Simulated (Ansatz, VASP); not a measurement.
# GaAs3N4 in VASP and in Ansatz

The input POSCAR:

```
GaAs3N4
1.0
    5.6016225325      0.0000000000      0.0234555361
    0.0000000000      2.9866783326      0.0000000000
    0.0505840805      0.0000000000      7.2994231838
Ga As N
1 3 4
Direct
    0.5339385248      0.0000000000      0.6142693055
    0.4455097804      0.5000000000      0.2024809459
    1.0078249807      0.5000000000      0.7930673454
    0.9923798011      0.0000000000      0.4045359099
    0.1689795233      0.0000000000      0.6569540715
    0.1231869261      0.5000000000      0.2863170625
    0.7041472117      0.5000000000      0.6985181602
    0.5200322519      0.0000000000      0.3438581890
```

File INCAR.step1:

```
SYSTEM = GaAs3N4
PREC = Accurate
ENCUT = 520
ISMEAR = -1
SIGMA = 0.03
LREAL = .False.
LASPH = .True.
NELM = 100
NBANDS = 34
GGA = PE
ALGO = Normal
EDIFF = 1E-4
LWAVE = .True.
LCHARG = .False.
```

File INCAR.step2:

```
SYSTEM = GaAs3N4
PREC = Accurate
ENCUT = 520
EDIFF = 1E-7
ISMEAR = -1
SIGMA = 0.03
LREAL = .False.
LASPH = .True.
NELM = 100
ALGO = Normal
ISIF = 2
LWAVE = .False.
LCHARG = .False.
METAGGA = R2SCAN
LMIXTAU = .True.
LUSE_VDW = .True.
IVDW_NL = 2
BPARAM = 11.95
CPARAM = 0.0093
NBANDS = 34
ISTART = 1
```

Contents of KPOINTS:

```
Automatic mesh
0
Gamma
  6 10 4
  0 0 0
```

Input for Ansatz:

```yaml
crystal:
  lattice:
    - [5.6016225325, 0.0, 0.0234555361]
    - [0.0, 2.9866783326, 0.0]
    - [0.0505840805, 0.0, 7.2994231838]
  atoms:
    - { symbol: Ga, position: [0.5339385248, 0.0, 0.6142693055] }
    - { symbol: As, position: [0.4455097804, 0.5, 0.2024809459] }
    - { symbol: As, position: [1.0078249807, 0.5, 0.7930673454] }
    - { symbol: As, position: [0.9923798011, 0.0, 0.4045359099] }
    - { symbol: "N", position: [0.1689795233, 0.0, 0.6569540715] }
    - { symbol: "N", position: [0.1231869261, 0.5, 0.2863170625] }
    - { symbol: "N", position: [0.7041472117, 0.5, 0.6985181602] }
    - { symbol: "N", position: [0.5200322519, 0.0, 0.343858189] }
kpoints:
  mp_grid: { grid: [6, 10, 4] }
  band_path:
    path:
      - [0.0, 0.0, 0.0]
      - [0.0, -0.5, 0.0]
      - [0.0, -0.5, -0.5]
      - [0.0, 0.0, -0.5]
      - [-0.5, 0.0, -0.5]
      - [-0.5, -0.5, -0.5]
      - [-0.5, -0.5, 0.0]
      - [-0.5, 0.0, 0.0]
    npoints: 1
hamiltonian:
  xc: r2scan
  dispersion: rvv10
scf:
  occupations: { method: fermi_dirac, width: 0.03 }
  n_extra_bands: 6
output:
  forces: true
  stress: true
  eigenvalues: true
  write_density: true
  write_potential: true
  elf: true
  volumetric_format: npy
```

Alike in both runs: task single point; functional r2SCAN; dispersion rVV10; k mesh 6 × 10 × 4; occupations fermi-dirac, width 0.03 eV; no spin polarisation.

```csv
,VASP,Ansatz
version,VASP 6.6.1,Ansatz 0.2.0
potentials or method,"VASP PAW PBE potentials, release 64 (Ga_d, As, N)","plane waves, PAW"
plane-wave cutoff (eV),520,500
valence electrons in the cell,48,78
```

|  | VASP | Ansatz | Ansatz less VASP |
| --- | --- | --- | --- |
| pressure (GPa) | 0.6 | 0.0 | -0.60 |
| traceless stress, the component that is largest in VASP (GPa) | 0.10 | 0.00 | -0.102 |
| rms of the force components (eV/Å) | 0.050 | 0.002 | -0.0483 |

VASP's potentials were made for PBE, not for r2SCAN. Atom by atom the forces differ by 0.050 eV/Å (rms over components). VASP's potentials hold 48 valence electrons a cell and Ansatz's 78, so a difference there can come from the potentials and not from the codes.
